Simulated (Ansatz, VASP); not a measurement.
One calculation of ZnS, two programs

INCAR

```
SYSTEM = ZnS
  PREC = Accurate
  ENCUT = 520
  EDIFF = 1E-6
  ISMEAR = 0
  SIGMA = 0.05
  LREAL = .False.
  LASPH = .True.
  NELM = 100
  ALGO = Normal
  ISIF = 2
  LWAVE = .False.
  LCHARG = .False.
  GGA = PE
  NBANDS = 26
```

Contents of KPOINTS:

```
Automatic mesh
0
Gamma
  9 9 4
  0 0 0
```

File POSCAR:

```
ZnS
1.0
    3.6187887550      0.0000000000      0.0000000000
   -1.8093943775      3.1339629928      0.0000000000
    0.0000000000      0.0000000000      7.1185193600
Zn S
2 2
Direct
    0.3333333333      0.6666666667      0.0052003725
    0.6666666667      0.3333333333      0.5052003725
    0.3333333333      0.6666666667      0.3930140371
    0.6666666667      0.3333333333      0.8930140371
```

Input for Ansatz:

```yaml
crystal:
  lattice:
    - [3.618788755, 0.0, 0.0]
    - [-1.8093943775, 3.1339629928, 0.0]
    - [0.0, 0.0, 7.11851936]
  atoms:
    - { symbol: Zn, position: [0.3333333333, 0.6666666667, 0.0052003725] }
    - { symbol: Zn, position: [0.6666666667, 0.3333333333, 0.5052003725] }
    - { symbol: S, position: [0.3333333333, 0.6666666667, 0.3930140371] }
    - { symbol: S, position: [0.6666666667, 0.3333333333, 0.8930140371] }
basis:
  ecutwfc: 520.0
kpoints:
  mp_grid: { grid: [9, 9, 4] }
hamiltonian:
  xc: pbe
scf:
  occupations: { method: gaussian, width: 0.05 }
output:
  forces: true
  stress: true
  eigenvalues: true
```

Alike in both runs: task single point; functional PBE; k mesh 9 × 9 × 4; occupations gaussian, width 0.05 eV; no spin polarisation.

|  | VASP | Ansatz |
| --- | --- | --- |
| version | VASP 6.6.1 | Ansatz 0.2.0 |
| potentials or method | VASP PAW PBE potentials, release 64 (Zn, S), cutoff 520 eV | scalar-relativistic, plane waves, PAW |
| valence electrons in the cell | 36 | 36 |

VASP gave:

- gap on the k mesh at the Fermi level (eV): 1.52
- least direct gap on the mesh (eV): 1.52
- pressure (GPa): 5.7
- traceless stress, the component that is largest in VASP (GPa): -12.64
- rms of the force components (eV/Å): 0.354

Task: Which values does Ansatz return?

Result: gap on the k mesh at the Fermi level (eV): 1.52; least direct gap on the mesh (eV): 1.52; pressure (GPa): 5.5; traceless stress, the component that is largest in VASP (GPa): -12.54; rms of the force components (eV/Å): 0.346.

Atom by atom the forces differ by 0.008 eV/Å (rms over components).
